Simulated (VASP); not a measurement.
# TiO2 (P4_2/mnm) in VASP: a series of runs

The runs below take TiO2 through single point, relaxation of cell and atoms, with PBE+U.

Program: VASP 6.6.1. These are calculated values, not measurements. Logs are shortened: lines on timing, memory, paths and dates and some standing lists are left out, and cuts for length are marked.

### 1 The cell of the first run

The structure is tetragonal, space group P4_2/mnm (No. 136). Conventional cell: a = 4.640 Å, b = 4.640 Å, c = 3.006 Å, α = 90.00°, β = 90.00°, γ = 90.00°. Within 2.6 Å of Ti (site symmetry mmm) lie 6 O at 1.97 to 2.01 Å. O (site symmetry m2m) has 3 Ti at 1.97 to 2.01 Å and 1 O at 2.55 Å within 2.6 Å.

### 2 Single point, PBE+U

INCAR

```
SYSTEM = TiO2
PREC = Accurate ; ENCUT = 520
EDIFF = 1E-6 ; ISMEAR = 0
SIGMA = 0.05 ; LREAL = .False.
LASPH = .True. ; NELM = 150
ALGO = Normal ; ISIF = 2
LWAVE = .False. ; LCHARG = .False.
LMAXMIX = 4 ; LDAU = .True.
LDAUTYPE = 2 ; LDAUL = 2 -1
LDAUU = 4 0 ; LDAUJ = 0 0
LDAUPRINT = 1 ; GGA = PE
NBANDS = 33
```

KPOINTS

```
regular mesh
0
Gamma
  6 6 10
  0 0 0
```

POSCAR

```
TiO2
1.0
    4.6403824120      0.0000000000      0.0000000000
    0.0000000000      4.6403824120      0.0000000000
    0.0000000000      0.0000000000      3.0063836717
Ti O
2 4
Direct
    0.0000000000      0.0000000000      0.0000000000
    0.5000000000      0.5000000000      0.5000000000
    0.3056475955      0.3056475955      0.0000000000
    0.1943524045      0.8056475955      0.5000000000
    0.6943524045      0.6943524045      0.0000000000
    0.8056475955      0.1943524045      0.5000000000
```

Potentials or basis: VASP PAW PBE potentials, release 64 (Ti_sv, O).

On the command line:

```bash
$ cat potpaw_PBE.64/Ti_sv/POTCAR potpaw_PBE.64/O/POTCAR > POTCAR
$ mpirun -np 1 vasp_std > vasp.out
```

OUTCAR:

```text
SYSTEM = TiO2
   PREC = Accurate
   ENCUT = 520
   EDIFF = 1E-6
   ISMEAR = 0
   LREAL = .False.
   LASPH = .True.
   NELM = 150
   ISIF = 2
   GGA = PE

 ion  position               nearest neighbor table
   1  0.000  0.000  0.000-   4 1.97   6 1.97   4 1.97   6 1.97   5 2.01   3 2.01
   2  0.500  0.500  0.500-   3 1.97   5 1.97   3 1.97   5 1.97   4 2.01   6 2.01
   3  0.306  0.306  0.000-   2 1.97   2 1.97   1 2.01
   4  0.194  0.806  0.500-   1 1.97   1 1.97   2 2.01
   5  0.694  0.694  0.000-   2 1.97   2 1.97   1 2.01
   6  0.806  0.194  0.500-   1 1.97   1 1.97   2 2.01

  LATTYP: Found a simple tetragonal cell.
 ALAT       =     4.6403824120
 C/A-ratio  =     0.6478741200

  Lattice vectors:

 A1 = (   4.6403824120,   0.0000000000,   0.0000000000)
 A2 = (   0.0000000000,   4.6403824120,   0.0000000000)
 A3 = (   0.0000000000,   0.0000000000,   3.0063836717)

Analysis of symmetry for initial positions (statically):
=====================================================================
 Subroutine PRICEL returns:
 Original cell was already a primitive cell.

 Routine SETGRP: Setting up the symmetry group for a
 simple tetragonal supercell.

 Subroutine GETGRP returns: Found 16 space group operations
 (whereof  8 operations were pure point group operations)
 out of a pool of 16 trial point group operations.

The static configuration has the point symmetry D_2h.
 The point group associated with its full space group is D_4h.

Analysis of symmetry for dynamics (positions and initial velocities):
=====================================================================
 Subroutine PRICEL returns:
 Original cell was already a primitive cell.

 Routine SETGRP: Setting up the symmetry group for a
 simple tetragonal supercell.

 Subroutine GETGRP returns: Found 16 space group operations
 (whereof  8 operations were pure point group operations)
 out of a pool of 16 trial point group operations.

The dynamic configuration has the point symmetry D_2h.
 The point group associated with its full space group is D_4h.

 Subroutine INISYM returns: Found 16 space group operations
 (whereof  8 operations are pure point group operations),
 and found     1 'primitive' translations

----------------------------------------------------------------------------------------

                                     Primitive cell

  volume of cell :      64.7369

  direct lattice vectors                    reciprocal lattice vectors
     4.640382412  0.000000000  0.000000000     0.215499481  0.000000000  0.000000000
     0.000000000  4.640382412  0.000000000     0.000000000  0.215499481  0.000000000
     0.000000000  0.000000000  3.006383672     0.000000000  0.000000000  0.332625543

  length of vectors
     4.640382412  4.640382412  3.006383672     0.215499481  0.215499481  0.332625543

  position of ions in fractional coordinates (direct lattice)
     0.000000000  0.000000000  0.000000000
     0.500000000  0.500000000  0.500000000
     0.305647595  0.305647595  0.000000000
     0.194352405  0.805647595  0.500000000
     0.694352405  0.694352405  0.000000000
     0.805647595  0.194352405  0.500000000

  ion indices of the primitive-cell ions
   primitive index   ion index
                 1           1
                 2           2
                 3           3
                 4           4
[... 107 lines left out ...]
   LEPSILON=     F    determine dielectric tensor
   LRPA    =     F    only Hartree local field effects (RPA)
 non-spin polarized calculation
 Gauss-broadening in eV      SIGMA  =   0.05
  energy-cutoff  :      520.00
  volume of cell :       64.74
 maximum number of plane-waves:      1764
 NGX is ok and might be reduce to    36
   NGX = 17   NGY = 17   NGZ = 11

atom =   1  type =  1  l = 2

 onsite density matrix

spin component  1

  0.1896  0.0000 -0.0749  0.0000  0.0000
  0.0000  0.1819  0.0000 -0.0853  0.0000
 -0.0749  0.0000  0.1269  0.0000  0.0000
  0.0000 -0.0853  0.0000  0.1819  0.0000
  0.0000  0.0000  0.0000  0.0000  0.0982

spin component  2

  0.1896  0.0000 -0.0749  0.0000  0.0000
  0.0000  0.1819  0.0000 -0.0853  0.0000
 -0.0749  0.0000  0.1269  0.0000  0.0000
  0.0000 -0.0853  0.0000  0.1819  0.0000
  0.0000  0.0000  0.0000  0.0000  0.0982

 occupancies and eigenvectors

  o =  0.0771  v = -0.5541 -0.0000 -0.8324 -0.0000  0.0000  0.0000  0.0000  0.0000  0.0000  0.0000      0.0000  0.0000  0.0000  0.0000  0.0000  0.0000  0.0000  0.0000  0.0000  0.0000
  o =  0.0771  v =  0.0000  0.0000  0.0000  0.0000  0.0000 -0.5541 -0.0000 -0.8324 -0.0000  0.0000      0.0000  0.0000  0.0000  0.0000  0.0000  0.0000  0.0000  0.0000  0.0000  0.0000
  o =  0.0966  v = -0.0000  0.7071 -0.0000  0.7071 -0.0000  0.0000  0.0000  0.0000  0.0000  0.0000      0.0000  0.0000  0.0000  0.0000  0.0000  0.0000  0.0000  0.0000  0.0000  0.0000
  o =  0.0966  v =  0.0000  0.0000  0.0000  0.0000  0.0000 -0.0000  0.7071 -0.0000  0.7071 -0.0000      0.0000  0.0000  0.0000  0.0000  0.0000  0.0000  0.0000  0.0000  0.0000  0.0000
  o =  0.0982  v =  0.0000  0.0000  0.0000  0.0000  0.0000 -0.0000 -0.0000 -0.0000 -0.0000 -1.0000      0.0000  0.0000  0.0000  0.0000  0.0000  0.0000  0.0000  0.0000  0.0000  0.0000
  o =  0.0982  v = -0.0000 -0.0000 -0.0000 -0.0000 -1.0000  0.0000  0.0000  0.0000  0.0000  0.0000      0.0000  0.0000  0.0000  0.0000  0.0000  0.0000  0.0000  0.0000  0.0000  0.0000
  o =  0.2394  v = -0.8324 -0.0000  0.5541 -0.0000  0.0000  0.0000  0.0000  0.0000  0.0000  0.0000      0.0000  0.0000  0.0000  0.0000  0.0000  0.0000  0.0000  0.0000  0.0000  0.0000
  o =  0.2394  v =  0.0000  0.0000  0.0000  0.0000  0.0000 -0.8324 -0.0000  0.5541 -0.0000  0.0000      0.0000  0.0000  0.0000  0.0000  0.0000  0.0000  0.0000  0.0000  0.0000  0.0000
  o =  0.2672  v = -0.0000  0.7071  0.0000 -0.7071  0.0000  0.0000  0.0000  0.0000  0.0000  0.0000      0.0000  0.0000  0.0000  0.0000  0.0000  0.0000  0.0000  0.0000  0.0000  0.0000
  o =  0.2672  v =  0.0000  0.0000  0.0000  0.0000  0.0000 -0.0000  0.7071  0.0000 -0.7071  0.0000      0.0000  0.0000  0.0000  0.0000  0.0000  0.0000  0.0000  0.0000  0.0000  0.0000

atom =   2  type =  1  l = 2

 onsite density matrix

spin component  1

  0.1896  0.0000  0.0749  0.0000 -0.0000
  0.0000  0.1819  0.0000  0.0853  0.0000
  0.0749  0.0000  0.1269  0.0000 -0.0000
  0.0000  0.0853  0.0000  0.1819  0.0000
 -0.0000  0.0000 -0.0000  0.0000  0.0982

spin component  2

  0.1896  0.0000  0.0749  0.0000 -0.0000
  0.0000  0.1819  0.0000  0.0853  0.0000
  0.0749  0.0000  0.1269  0.0000 -0.0000
  0.0000  0.0853  0.0000  0.1819  0.0000
 -0.0000  0.0000 -0.0000  0.0000  0.0982

 occupancies and eigenvectors

  o =  0.0771  v = -0.5541  0.0000  0.8324  0.0000 -0.0000  0.0000  0.0000  0.0000  0.0000  0.0000      0.0000  0.0000  0.0000  0.0000  0.0000  0.0000  0.0000  0.0000  0.0000  0.0000
  o =  0.0771  v =  0.0000  0.0000  0.0000  0.0000  0.0000 -0.5541  0.0000  0.8324  0.0000 -0.0000      0.0000  0.0000  0.0000  0.0000  0.0000  0.0000  0.0000  0.0000  0.0000  0.0000
  o =  0.0966  v =  0.0000  0.7071  0.0000 -0.7071 -0.0000  0.0000  0.0000  0.0000  0.0000  0.0000      0.0000  0.0000  0.0000  0.0000  0.0000  0.0000  0.0000  0.0000  0.0000  0.0000
  o =  0.0966  v =  0.0000  0.0000  0.0000  0.0000  0.0000  0.0000  0.7071  0.0000 -0.7071 -0.0000      0.0000  0.0000  0.0000  0.0000  0.0000  0.0000  0.0000  0.0000  0.0000  0.0000
  o =  0.0982  v =  0.0000 -0.0000 -0.0000  0.0000 -1.0000  0.0000  0.0000  0.0000  0.0000  0.0000      0.0000  0.0000  0.0000  0.0000  0.0000  0.0000  0.0000  0.0000  0.0000  0.0000
  o =  0.0982  v =  0.0000  0.0000  0.0000  0.0000  0.0000  0.0000 -0.0000 -0.0000  0.0000 -1.0000      0.0000  0.0000  0.0000  0.0000  0.0000  0.0000  0.0000  0.0000  0.0000  0.0000
  o =  0.2394  v = -0.8324  0.0000 -0.5541  0.0000  0.0000  0.0000  0.0000  0.0000  0.0000  0.0000      0.0000  0.0000  0.0000  0.0000  0.0000  0.0000  0.0000  0.0000  0.0000  0.0000
  o =  0.2394  v =  0.0000  0.0000  0.0000  0.0000  0.0000 -0.8324  0.0000 -0.5541  0.0000  0.0000      0.0000  0.0000  0.0000  0.0000  0.0000  0.0000  0.0000  0.0000  0.0000  0.0000
  o =  0.2672  v =  0.0000  0.0000  0.0000  0.0000  0.0000  0.0000  0.7071  0.0000  0.7071 -0.0000      0.0000  0.0000  0.0000  0.0000  0.0000  0.0000  0.0000  0.0000  0.0000  0.0000
  o =  0.2672  v =  0.0000  0.7071  0.0000  0.7071 -0.0000  0.0000  0.0000  0.0000  0.0000  0.0000      0.0000  0.0000  0.0000  0.0000  0.0000  0.0000  0.0000  0.0000  0.0000  0.0000

 number of electron      48.0000027 magnetization

 Free energy of the ion-electron system (eV)
  ---------------------------------------------------
  ext. energy  EPLUGINS =         0.00000000
  ---------------------------------------------------
  free energy    TOTEN  =       -48.44741874 eV

  energy without entropy =      -48.44741874  energy(sigma->0) =      -48.44741874

 E-fermi :   5.1807     XC(G=0): -11.2340

 val. band max:        4.7948654794   @ k =   0.0000   0.0000   0.0000
 cond. band min:       7.1052968882   @ k =   0.5000   0.5000   0.0000
 fundamental gap:      2.3104314089
 Fermi energy:         5.1806522301

 k-point     1 :       0.0000    0.0000    0.0000
  band No.  band energies     occupation
      1     -53.3200      2.00000
      2     -53.3068      2.00000
      3     -29.5414      2.00000
      4     -29.5414      2.00000
      5     -29.4122      2.00000
      6     -29.4122      2.00000
[... 853 lines left out ...]
     32       9.7990      0.00000
     33      10.9357      0.00000

 [... further k-points ...]

------------------------ aborting loop because EDIFF is reached ----------------------------------------

  FORCE on cell =-STRESS in cart. coord.  units (eV):
  Direction    XX          YY          ZZ          XY          YZ          ZX
  --------------------------------------------------------------------------------------
  -------------------------------------------------------------------------------------
  Total        1.5297791      1.5297791      1.8046114     -0.0000000      0.0000000      0.0000000
  in kB       37.8605894     37.8605894     44.6624274     -0.0000000      0.0000000      0.0000000
  external PRESSURE =      40.1278688 kB  Pullay stress =       0.0000000 kB

 VOLUME and BASIS-vectors are now :
 -----------------------------------------------------------------------------
  energy-cutoff  :      520.00
  volume of cell :       64.74
      direct lattice vectors                 reciprocal lattice vectors
     4.640382412  0.000000000  0.000000000     0.215499481  0.000000000  0.000000000
     0.000000000  4.640382412  0.000000000     0.000000000  0.215499481  0.000000000
     0.000000000  0.000000000  3.006383672     0.000000000  0.000000000  0.332625543

 POSITION                                       TOTAL-FORCE (eV/Angst)
 -----------------------------------------------------------------------------------
      0.00000      0.00000      0.00000        -0.000000     -0.000000      0.000000
      2.32019      2.32019      1.50319        -0.000000     -0.000000      0.000000
      1.41832      1.41832      0.00000        -0.104181     -0.104181     -0.000000
      0.90187      3.73851      1.50319         0.104181     -0.104181      0.000000
      3.22206      3.22206      0.00000         0.104181      0.104181      0.000000
      3.73851      0.90187      1.50319        -0.104181      0.104181      0.000000
 -----------------------------------------------------------------------------------
    total drift:                                0.000000      0.000000      0.000000

  FREE ENERGIE OF THE ION-ELECTRON SYSTEM (eV)
  ---------------------------------------------------
  free  energy   TOTEN  =       -48.4474187362 eV

  energy  without entropy=      -48.4474187362  energy(sigma->0) =      -48.44741874
```

It took 71 s on 1 thread of AMD EPYC 9R45 (Zen 5), shared host; peak memory 0.2 GiB.

Results:

| Item | Value |
| --- | --- |
| Free energy | -48.4474 eV |
| Pressure | 4.0 GPa |
| Largest force | 0.147 eV/Å |
| Band gap on the k mesh | 2.31 eV, direct |

Forces on the atoms (eV/Å):
```
Ti   0.000  0.000  0.000
Ti   0.000  0.000  0.000
O   -0.104 -0.104  0.000
O    0.104 -0.104  0.000
O    0.104  0.104  0.000
O   -0.104  0.104  0.000
```

Eigenvalues of the final occupation matrices:
```tsv
site	spin	trace	eigenvalues
site 1 d	1	0.78	0.08 0.10 0.10 0.24 0.27
site 1 d	2	0.78	0.08 0.10 0.10 0.24 0.27
site 2 d	1	0.78	0.08 0.10 0.10 0.24 0.27
site 2 d	2	0.78	0.08 0.10 0.10 0.24 0.27
```

A k mesh can miss the band edges.

### 3 Relaxation of cell and atoms, PBE+U

INCAR

```
PREC     = Accurate       # precision mode
ENCUT    = 600            # plane-wave cutoff, eV
EDIFF    = 1E-7           # SCF threshold, eV
ISMEAR   = 0              # smearing method
SIGMA    = 0.02           # smearing width, eV
LREAL    = False          # projectors in reciprocal space
LASPH    = True           # aspherical terms in the spheres
NELM     = 150            # most SCF steps
ALGO     = Normal         # electronic algorithm
ISIF     = 3              # what is computed and relaxed
LWAVE    = False          # write WAVECAR
LCHARG   = False          # write CHGCAR
LMAXMIX  = 4              # l up to which the mixer works
LDAU     = True           # DFT+U
LDAUTYPE = 2            
LDAUL    = 2 -1           # shell
LDAUU    = 4 0            # U, eV
LDAUJ    = 0 0          
LDAUPRINT= 1            
GGA      = PE             # functional
IBRION   = 2              # ionic algorithm
NSW      = 100            # ionic steps
EDIFFG   = -0.005         # ionic threshold
```

KPOINTS

```
Automatic mesh
0
Gamma
  6 6 10
```

POSCAR

```
TiO2
1.0
    4.6417050771      0.0000000000      0.0000000000
    0.0000000000      4.6417050771      0.0000000000
    0.0000000000      0.0000000000      3.0055525064
Ti O
2 4
Direct
    0.0000000000      0.0000000000      0.0000000000
    0.5000000000      0.5000000000      0.5000000000
    0.3057884322      0.3057884322      0.0000000000
    0.1942115678      0.8057884322      0.5000000000
    0.6942115678      0.6942115678      0.0000000000
    0.8057884322      0.1942115678      0.5000000000
```

Potentials or basis: VASP PAW PBE potentials, release 64 (Ti_sv, O).

On the command line:

```bash
$ cat potpaw_PBE.64/Ti_sv/POTCAR potpaw_PBE.64/O/POTCAR > POTCAR
$ mpirun -np 1 vasp_std > vasp.out
```

Wall time 3.5 min (1 thread of Intel Xeon 6975P-C (Granite Rapids), shared host); peak memory 0.26 GiB.

It converged, with:

```
Free energy                            : -48.4691 eV
Relaxed volume                         : 10.96 Å³/atom
Relaxed cell                           : a = 4.667 Å, b = 4.667 Å, c = 3.019 Å, α = 90.00°, β = 90.00°, γ = 90.00°
Space group after relaxing (to 0.05 Å) : P4_2/mnm (No. 136)
Energy gained by relaxing              : 2.2 meV/atom
Ionic steps                            : 6
Pressure after relaxing                : 0.1 GPa
Band gap on the k mesh                 : 2.25 eV, indirect (least direct gap 2.25 eV)
```

Step by step:
| step | energy change (eV) | largest force (eV/Å) | pressure (GPa) | volume (Å³) |
| --- | --- | --- | --- | --- |
| 1 | 0.0000 | 0.1650 | 3.75 | 64.76 |
| 2 | 0.0090 | 0.1542 | -4.60 | 67.15 |
| 3 | -0.0130 | 0.0177 | -0.03 | 65.78 |
| 4 | -0.0130 | 0.0205 | 0.04 | 65.76 |
| 5 | -0.0132 | 0.0058 | 0.05 | 65.76 |
| 6 | -0.0132 | 0.0002 | 0.06 | 65.76 |

Final structure:
```yaml
crystal:
  lattice:
    - [4.66708, 0.00000, 0.00000]
    - [0.00000, 4.66708, 0.00000]
    - [0.00000, 0.00000, 3.01928]
  atoms:
    - { symbol: Ti, position: [0.00000, 0.00000, 0.00000] }
    - { symbol: Ti, position: [0.50000, 0.50000, 0.50000] }
    - { symbol: O, position: [0.30510, 0.30510, 0.00000] }
    - { symbol: O, position: [0.19490, 0.80510, 0.50000] }
    - { symbol: O, position: [0.69490, 0.69490, 0.00000] }
    - { symbol: O, position: [0.80510, 0.19490, 0.50000] }
```

Levels at points of the mesh, in eV from the valence-band top:
```tsv
k point	band 22	band 23	band 24	band 25	band 26	band 27
(0.00, 0.00, 0.00)	-0.51	-0.51	0.00	2.25	2.46	2.75
(0.50, 0.00, 0.00)	-1.68	-0.74	-0.74	2.82	2.82	3.29
(0.50, 0.50, 0.00)	-1.44	-1.15	-1.15	2.25	2.25	2.83
(0.00, 0.00, 0.50)	-2.18	-1.44	-1.44	3.22	3.22	3.46
(0.50, 0.00, 0.50)	-1.91	-1.02	-1.02	2.29	2.29	3.50
(0.50, 0.50, 0.50)	-1.17	-0.73	-0.73	2.89	2.89	3.44
```

Eigenvalues of the final occupation matrices:
```tsv
site	spin	trace	eigenvalues
site 1 d	1	0.77	0.08 0.10 0.10 0.24 0.26
site 1 d	2	0.77	0.08 0.10 0.10 0.24 0.26
site 2 d	1	0.77	0.08 0.10 0.10 0.24 0.26
site 2 d	2	0.77	0.08 0.10 0.10 0.24 0.26
```

A k mesh can miss the band edges. PBE usually gives volumes a little too large and moduli too small.
